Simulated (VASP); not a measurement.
Set up this calculation in VASP 6.6.1, as the native input.

- Task: single point
- Functional: r2SCAN
- Dispersion: D4
- Potentials or basis: VASP PAW PBE potentials, release 64 (Ag)
- Cutoff: 520 eV
- k mesh: 11 × 11 × 11
- Occupations: fermi-dirac, width 0.05 eV
- Spin: no spin polarisation
- Dipole correction: no
- Further INCAR settings: ALGO = Normal; EDIFF = 1e-06; NBANDS = 12

Crystal: Ag.

```
Ag
1.0
     0.00000    2.06963    2.06963
     2.06963    0.00000    2.06963
     2.06963    2.06963    0.00000
Ag
1
Direct
  0.00000 0.00000 0.00000
```

One way to write it, as run:

POSCAR

```
Ag
1.0
    0.0000000000      2.0696313722      2.0696313722
    2.0696313722      0.0000000000      2.0696313722
    2.0696313722      2.0696313722      0.0000000000
Ag
1
Direct
    0.0000000000      0.0000000000      0.0000000000
```

INCAR.step1

```
ALGO = Normal
EDIFF = 1E-4
ENCUT = 520
GGA = PE
ISMEAR = -1
LASPH = True
LCHARG = False
LREAL = False
LWAVE = True
NBANDS = 12
NELM = 100
PREC = Accurate
SIGMA = 0.05
```

INCAR.step2

```
ALGO = Normal
EDIFF = 1E-6
ENCUT = 520
ISIF = 2
ISMEAR = -1
ISTART = 1
IVDW = 13
LASPH = True
LCHARG = True
LELF = True
LMIXTAU = True
LREAL = False
LVHAR = True
LWAVE = False
METAGGA = R2SCAN
NBANDS = 12
NELM = 100
PREC = Accurate
SIGMA = 0.05
VDW_A1 = 0.51559235
VDW_A2 = 5.77342911
VDW_S6 = 1.0
VDW_S8 = 0.6018749
```

KPOINTS

```
k-points
0
Gamma
  11 11 11
```

Potentials or basis: VASP PAW PBE potentials, release 64 (Ag).

Command:

```sh
$ cat potpaw_PBE.64/Ag/POTCAR > POTCAR
$ cp INCAR.step1 INCAR
$ mpirun -np 1 vasp_std > vasp.out
$ cp INCAR.step2 INCAR
$ mpirun -np 1 vasp_std > vasp.out
```

It gave:

| Quantity | Value |
| --- | --- |
| Pressure | -4.0 GPa |
| Dispersion energy per atom | -0.190 eV |

Caveat: the PAW data sets were made with another functional, which shifts forces and pressure a little; pairwise dispersion overbinds metals, which lowers pressure and volume.

It took 34 s on 1 thread of Intel Xeon 6975P-C (shared host), peak memory 0.15 GiB.
